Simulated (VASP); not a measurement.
# Al15CdN16 (a cell with a defect) in VASP: electric field gradients with PBE

Aim: the electric field gradients of Al15CdN16 (a cell with a defect) with PBE.

Program: VASP 6.6.1. These are calculated values, not measurements. Logs are shortened: lines on timing, memory, paths and dates and some standing lists are left out, and cuts for length are marked.

## (1) The cell of the first run

The cell holds a defect, 32 atoms: a = 6.226 Å, b = 6.226 Å, c = 9.962 Å, α = 90.00°, β = 90.00°, γ = 120.00°.

## (2) Electric field gradients, PBE

File INCAR:

```
PREC     = Accurate       # precision mode
ENCUT    = 520            # plane-wave cutoff, eV
EDIFF    = 1E-8           # SCF threshold, eV
ISMEAR   = -1             # smearing method
SIGMA    = 0.01           # smearing width, eV
LREAL    = Auto         
LASPH    = T              # aspherical terms in the spheres
NELM     = 100            # most SCF steps
ALGO     = Normal         # electronic algorithm
ISIF     = 2              # what is computed and relaxed
LWAVE    = F              # write WAVECAR
LCHARG   = F              # write CHGCAR
GGA      = PE             # functional
LEFG     = T            
NELECT   = 138.0        
NBANDS   = 90             # bands
```

File KPOINTS:

```
regular mesh
0
Gamma
  4 4 2
```

File POSCAR:

```
Al15CdN16
1.0
    6.2260000000      0.0000000000      0.0000000000
   -3.1130000000      5.3918741640      0.0000000000
    0.0000000000      0.0000000000      9.9620000000
Cd Al N
1 15 16
Direct
    0.1666666666      0.3333333334      0.0000000000
    0.1666666666      0.3333333334      0.5000000000
    0.1666666666      0.8333333334      0.0000000000
    0.1666666666      0.8333333334      0.5000000000
    0.6666666666      0.3333333334      0.0000000000
    0.6666666666      0.3333333334      0.5000000000
    0.6666666666      0.8333333334      0.0000000000
    0.6666666666      0.8333333334      0.5000000000
    0.3333333334      0.1666666666      0.2500000000
    0.3333333334      0.1666666666      0.7500000000
    0.3333333334      0.6666666666      0.2500000000
    0.3333333334      0.6666666666      0.7500000000
    0.8333333334      0.1666666666      0.2500000000
    0.8333333334      0.1666666666      0.7500000000
    0.8333333334      0.6666666666      0.2500000000
    0.8333333334      0.6666666666      0.7500000000
    0.1666666666      0.3333333334      0.1900000000
    0.1666666666      0.3333333334      0.6900000000
    0.1666666666      0.8333333334      0.1900000000
    0.1666666666      0.8333333334      0.6900000000
    0.6666666666      0.3333333334      0.1900000000
    0.6666666666      0.3333333334      0.6900000000
    0.6666666666      0.8333333334      0.1900000000
    0.6666666666      0.8333333334      0.6900000000
    0.3333333334      0.1666666666      0.4400000000
    0.3333333334      0.1666666666      0.9400000000
    0.3333333334      0.6666666666      0.4400000000
    0.3333333334      0.6666666666      0.9400000000
    0.8333333334      0.1666666666      0.4400000000
    0.8333333334      0.1666666666      0.9400000000
    0.8333333334      0.6666666666      0.4400000000
    0.8333333334      0.6666666666      0.9400000000
```

Potentials or basis: VASP PAW PBE potentials, release 64 (Cd, Al, N).

Launch:

```console
cat potpaw_PBE.64/Cd/POTCAR potpaw_PBE.64/Al/POTCAR potpaw_PBE.64/N/POTCAR > POTCAR
mpirun -np 1 vasp_std > vasp.out
```

OUTCAR:

```text
PREC = Accurate
   ENCUT = 520
   EDIFF = 1E-8
   ISMEAR = -1
   LREAL = Auto
   LASPH = T
   NELM = 100
   ISIF = 2
   GGA = PE
   NELECT = 138.0

 ion  position               nearest neighbor table
   1  0.167  0.333  0.000-  17 1.89  30 1.89  28 1.89  26 1.89  13 3.07  14 3.07  11 3.07  12 3.07
                             9 3.07  10 3.07   5 3.11   5 3.11   7 3.11   3 3.11   3 3.11   7 3.11
   2  0.167  0.333  0.500-  18 1.89  29 1.89  27 1.89  25 1.89  13 3.07  14 3.07  11 3.07  12 3.07
                             9 3.07  10 3.07   6 3.11   6 3.11   8 3.11   4 3.11   4 3.11   8 3.11
   3  0.167  0.833  0.000-  19 1.89  32 1.89  26 1.89  28 1.89  15 3.07  16 3.07   9 3.07  10 3.07
                            11 3.07  12 3.07   7 3.11   7 3.11   1 3.11   1 3.11   5 3.11   5 3.11
   4  0.167  0.833  0.500-  20 1.89  31 1.89  25 1.89  27 1.89  15 3.07  16 3.07   9 3.07  10 3.07
                            11 3.07  12 3.07   8 3.11   8 3.11   2 3.11   2 3.11   6 3.11   6 3.11
   5  0.667  0.333  0.000-  21 1.89  26 1.89  32 1.89  30 1.89   9 3.07  10 3.07  15 3.07  16 3.07
                            13 3.07  14 3.07   1 3.11   1 3.11   7 3.11   7 3.11   3 3.11   3 3.11
   6  0.667  0.333  0.500-  22 1.89  25 1.89  31 1.89  29 1.89   9 3.07  10 3.07  15 3.07  16 3.07
                            13 3.07  14 3.07   2 3.11   2 3.11   8 3.11   8 3.11   4 3.11   4 3.11
   7  0.667  0.833  0.000-  23 1.89  28 1.89  30 1.89  32 1.89  11 3.07  12 3.07  13 3.07  14 3.07
                            15 3.07  16 3.07   3 3.11   3 3.11   5 3.11   5 3.11   1 3.11   1 3.11
   8  0.667  0.833  0.500-  24 1.89  27 1.89  29 1.89  31 1.89  11 3.07  12 3.07  13 3.07  14 3.07
                            15 3.07  16 3.07   4 3.11   4 3.11   6 3.11   6 3.11   2 3.11   2 3.11
   9  0.333  0.167  0.250-  25 1.89  21 1.89  19 1.89  17 1.89   5 3.07   6 3.07   3 3.07   4 3.07
[... 17 lines left out ...]
  19  0.167  0.833  0.190-   3 1.89  15 1.89   9 1.89  11 1.89
  20  0.167  0.833  0.690-   4 1.89  16 1.89  10 1.89  12 1.89
  21  0.667  0.333  0.190-   5 1.89   9 1.89  15 1.89  13 1.89
  22  0.667  0.333  0.690-   6 1.89  10 1.89  16 1.89  14 1.89
[... 8 lines left out ...]
  31  0.833  0.667  0.440-  15 1.89   4 1.89   6 1.89   8 1.89
  32  0.833  0.667  0.940-  16 1.89   3 1.89   5 1.89   7 1.89

  LATTYP: Found a hexagonal cell.
 ALAT       =     6.2260000000
 C/A-ratio  =     1.6000642467

  Lattice vectors:

 A1 = (   6.2260000000,   0.0000000000,   0.0000000000)
 A2 = (  -3.1130000000,   5.3918741640,   0.0000000000)
 A3 = (   0.0000000000,   0.0000000000,   9.9620000000)

Analysis of symmetry for initial positions (statically):
=====================================================================
 Subroutine PRICEL returns:
 Original cell was already a primitive cell.

 Routine SETGRP: Setting up the symmetry group for a
 hexagonal supercell.

 Subroutine GETGRP returns: Found  6 space group operations
 (whereof  2 operations were pure point group operations)
 out of a pool of 24 trial point group operations.

The static configuration has the point symmetry C_1h.
 The point group associated with its full space group is C_3v.

Analysis of symmetry for dynamics (positions and initial velocities):
=====================================================================
 Subroutine PRICEL returns:
 Original cell was already a primitive cell.

 Routine SETGRP: Setting up the symmetry group for a
 hexagonal supercell.

 Subroutine GETGRP returns: Found  6 space group operations
 (whereof  2 operations were pure point group operations)
 out of a pool of 24 trial point group operations.

The dynamic configuration has the point symmetry C_1h.
 The point group associated with its full space group is C_3v.

 Subroutine INISYM returns: Found  6 space group operations
 (whereof  2 operations are pure point group operations),
 and found     1 'primitive' translations

----------------------------------------------------------------------------------------

                                     Primitive cell

  volume of cell :     334.4224

  direct lattice vectors                    reciprocal lattice vectors
     6.226000000  0.000000000  0.000000000     0.160616768  0.092732134  0.000000000
    -3.113000000  5.391874164  0.000000000     0.000000000  0.185464269  0.000000000
     0.000000000  0.000000000  9.962000000     0.000000000  0.000000000  0.100381450

  length of vectors
     6.226000000  6.226000000  9.962000000     0.185464269  0.185464269  0.100381450
[... 140 lines left out ...]
   EFERMI_NEDOS =   21; number of points for ismear=-14 and -15
   IALGO  =     38    algorithm
   IMIX   =      4    mixing-type and parameters
     AMIX     =   0.40;   BMIX     =  1.00
     AMIX_MAG =   1.60;   BMIX_MAG =  1.00
  volume/ion in A,a.u.               =      10.45        70.52
  Fermi-wavevector in a.u.,A,eV,Ry     =   1.218810  2.303217 20.211429  1.485498
  Thomas-Fermi vector in A             =   2.354084
   LORBIT       =      0    0 simple, 1 ext, 2 COOP (PROOUT), +10 PAW based schemes
   GGA     = PE    functional components
   LHFCALC =     F    Hartree Fock is set to
   AEXX    =    0.0000 exact exchange contribution
   IVDW    =     0    specifies the selected vdW correction
   LEPSILON=     F    determine dielectric tensor
   LRPA    =     F    only Hartree local field effects (RPA)
 non-spin polarized calculation
  energy-cutoff  :      520.00
  volume of cell :      334.42
 maximum number of plane-waves:      9043
 NGX is ok and might be reduce to    48
   NGX = 23   NGY = 23   NGZ = 37

 number of electron     137.9999978 magnetization

 Free energy of the ion-electron system (eV)
  ---------------------------------------------------
  ext. energy  EPLUGINS =         0.00000000
  ---------------------------------------------------
  free energy    TOTEN  =      -218.77575176 eV

  energy without entropy =     -218.77575176  energy(sigma->0) =     -218.77575176

 E-fermi :   8.0602     XC(G=0): -11.0723

 val. band max:        7.7641079650   @ k =   0.0000   0.0000   0.0000
 cond. band min:      10.0944559556   @ k =   0.0000   0.0000   0.0000
 fundamental gap:      2.3303479906
 Fermi energy:         8.0601763807

 k-point     1 :       0.0000    0.0000    0.0000
  band No.  band energies     occupation
      1      -9.3332      2.00000
      2      -8.4359      2.00000
      3      -8.2582      2.00000
      4      -7.4494      2.00000
      5      -7.4393      2.00000
      6      -7.4393      2.00000
[... 661 lines left out ...]
     80      13.2171      0.00000
     81      13.4029      0.00000
 [bands above 81 left out]

------------------------ aborting loop because EDIFF is reached ----------------------------------------

  FORCE on cell =-STRESS in cart. coord.  units (eV):
  Direction    XX          YY          ZZ          XY          YZ          ZX
  --------------------------------------------------------------------------------------
  -------------------------------------------------------------------------------------
  Total       34.8577118     34.8577118     39.3876839     -0.0000000     -0.0000000      0.0000000
  in kB      166.9990712    166.9990712    188.7016182     -0.0000000     -0.0000000      0.0000000
  external PRESSURE =     174.2332535 kB  Pullay stress =       0.0000000 kB

 VOLUME and BASIS-vectors are now :
 -----------------------------------------------------------------------------
  energy-cutoff  :      520.00
  volume of cell :      334.42
      direct lattice vectors                 reciprocal lattice vectors
     6.226000000  0.000000000  0.000000000     0.160616768  0.092732134  0.000000000
    -3.113000000  5.391874164  0.000000000     0.000000000  0.185464269  0.000000000
     0.000000000  0.000000000  9.962000000     0.000000000  0.000000000  0.100381450

 POSITION                                       TOTAL-FORCE (eV/Angst)
 -----------------------------------------------------------------------------------
     -0.00000      1.79729      0.00000        -0.000000     -0.000000     -0.240475
     -0.00000      1.79729      4.98100        -0.000000     -0.000000     -0.293112
     -1.55650      4.49323      0.00000         0.771557      0.445459     -0.829314
     -1.55650      4.49323      4.98100         0.058385      0.033708      0.015709
      3.11300      1.79729      0.00000         0.000000     -0.890917     -0.829314
      3.11300      1.79729      4.98100        -0.000000     -0.067417      0.015709
[... 24 lines left out ...]
      3.11300      3.59458      4.38328        -0.000000     -0.000000      0.112382
      3.11300      3.59458      9.36428        -0.000000     -0.000000      0.117565
 -----------------------------------------------------------------------------------
    total drift:                               -0.000002     -0.000000      0.022461

  FREE ENERGIE OF THE ION-ELECTRON SYSTEM (eV)
  ---------------------------------------------------
  free  energy   TOTEN  =      -218.7757517637 eV

  energy  without entropy=     -218.7757517637  energy(sigma->0) =     -218.77575176

 Electric field gradients (V/A^2)
---------------------------------------------------------------------
 ion       V_xx      V_yy      V_zz      V_xy      V_xz      V_yz
---------------------------------------------------------------------
   1     -12.154   -12.157    24.310    -0.003     0.000    -0.000
   2      -0.212    -0.212     0.423    -0.000     0.000    -0.000
   3      -2.766    -3.103     5.868     0.292     2.633     1.520
   4      -0.489    -0.571     1.060     0.071     0.328     0.189
   5      -3.272    -2.597     5.868     0.000     0.000    -3.040
   6      -0.613    -0.447     1.060    -0.000     0.000    -0.379
[... 24 lines left out ...]
  31       1.289     1.289    -2.578    -0.000     0.000    -0.000
  32      -2.125    -2.125     4.250    -0.000    -0.000     0.000
---------------------------------------------------------------------

 Electric field gradients after diagonalization (V/A^2)
 (convention: |V_zz| > |V_xx| > |V_yy|)
----------------------------------------------------------------------
 ion       V_xx      V_yy      V_zz     asymmetry (V_yy - V_xx)/ V_zz
----------------------------------------------------------------------
   1     -12.159   -12.152    24.310       0.000
   2      -0.212    -0.212     0.423       0.000
   3      -3.575    -3.272     6.847       0.044
   4      -0.613    -0.537     1.150       0.065
   5      -3.575    -3.272     6.847       0.044
   6      -0.613    -0.537     1.150       0.065
[... 24 lines left out ...]
  31       1.289     1.289    -2.578       0.000
  32      -2.125    -2.125     4.250       0.000
----------------------------------------------------------------------

           NMR quadrupolar parameters

 Cq : quadrupolar parameter    Cq=e*Q*V_zz/h
 eta: asymmetry parameters     (V_yy - V_xx)/ V_zz
 Q  : nuclear electric quadrupole moment in mb (millibarn)
----------------------------------------------------------------------
 ion       Cq(MHz)       eta       Q (mb)
----------------------------------------------------------------------
   1       0.059       0.000       1.000
   2       0.001       0.000       1.000
   3       0.017       0.044       1.000
   4       0.003       0.065       1.000
   5       0.017       0.044       1.000
   6       0.003       0.065       1.000
[... 24 lines left out ...]
  31      -0.006       0.000       1.000
  32       0.010       0.000       1.000
----------------------------------------------------------------------
```

Run time: 14 min. Hardware: 1 thread of AMD EPYC 7R13 (Zen 3), shared host; peak memory 0.48 GiB.

Results:

```
Free energy                             : -218.7758 eV
Largest force                           : 8.185 eV/Å
Largest electric field gradient by atom : Cd +24.3; Al +0.4, +6.8, +1.1, +6.5, -3.6, +4.5, +0.7 (each value once); N +1.6, -4.3, +2.4, -3.3, -4.0, +5.3, -2.6, +4.2 (each value once) V/Å²
```

Forces in eV/Å, atoms in the order of the input:
```
Cd   0.000  0.000 -0.240
Al   0.000  0.000 -0.293
Al   0.772  0.445 -0.829
Al   0.058  0.034  0.016
Al   0.000 -0.891 -0.829
Al   0.000 -0.067  0.016
Al  -0.772  0.445 -0.829
Al  -0.058  0.034  0.016
Al  -0.584  0.337 -0.503
Al   0.174 -0.100  0.968
Al   0.000 -0.674 -0.503
Al   0.000  0.201  0.968
Al   0.584  0.337 -0.503
Al  -0.174 -0.100  0.968
Al   0.000  0.000 -0.394
Al   0.000  0.000  0.245
N    0.000  0.000  8.185
N    0.000  0.000 -0.580
N   -0.063 -0.037  0.530
N   -0.169 -0.098 -0.475
N    0.000  0.073  0.530
N    0.000  0.195 -0.475
N    0.063 -0.037  0.530
N    0.169 -0.098 -0.475
N    0.187 -0.108  0.351
N    6.026 -3.479 -2.442
N    0.000  0.216  0.351
N    0.000  6.958 -2.442
N   -0.187 -0.108  0.351
N   -6.026 -3.479 -2.442
N    0.000  0.000  0.112
N    0.000  0.000  0.118
```

Electric field gradients, principal values (V/Å²):
```tsv
atom	least	middle	greatest (by size)
1 Cd	-12.152	-12.159	24.310
2 Al	-0.212	-0.212	0.423
3 Al	-3.272	-3.575	6.847
4 Al	-0.537	-0.613	1.150
5 Al	-3.272	-3.575	6.847
6 Al	-0.537	-0.613	1.150
7 Al	-3.271	-3.576	6.847
8 Al	-0.537	-0.613	1.150
9 Al	-0.079	-6.430	6.509
10 Al	1.574	2.050	-3.624
11 Al	-0.079	-6.430	6.509
12 Al	1.574	2.050	-3.624
13 Al	-0.079	-6.430	6.509
14 Al	1.574	2.050	-3.624
15 Al	-2.259	-2.259	4.519
16 Al	-0.337	-0.337	0.675
17 N	-0.780	-0.780	1.561
18 N	2.134	2.135	-4.269
19 N	-1.126	-1.295	2.421
20 N	1.229	2.066	-3.296
21 N	-1.126	-1.295	2.421
22 N	1.229	2.066	-3.296
23 N	-1.126	-1.295	2.421
24 N	1.229	2.066	-3.296
25 N	1.425	2.555	-3.979
26 N	-1.378	-3.950	5.328
27 N	1.424	2.555	-3.979
28 N	-1.378	-3.950	5.328
29 N	1.424	2.555	-3.979
30 N	-1.378	-3.950	5.328
31 N	1.289	1.289	-2.578
32 N	-2.125	-2.125	4.250
```

Caveat: the cell carries a net charge on a neutralising background, which shifts energy and pressure; the cell is charged against a uniform background, so pressure and absolute levels hang on convention; without QUAD_EFG the Cq values of the log hold for a quadrupole moment of 1 mb, not for the nuclei.
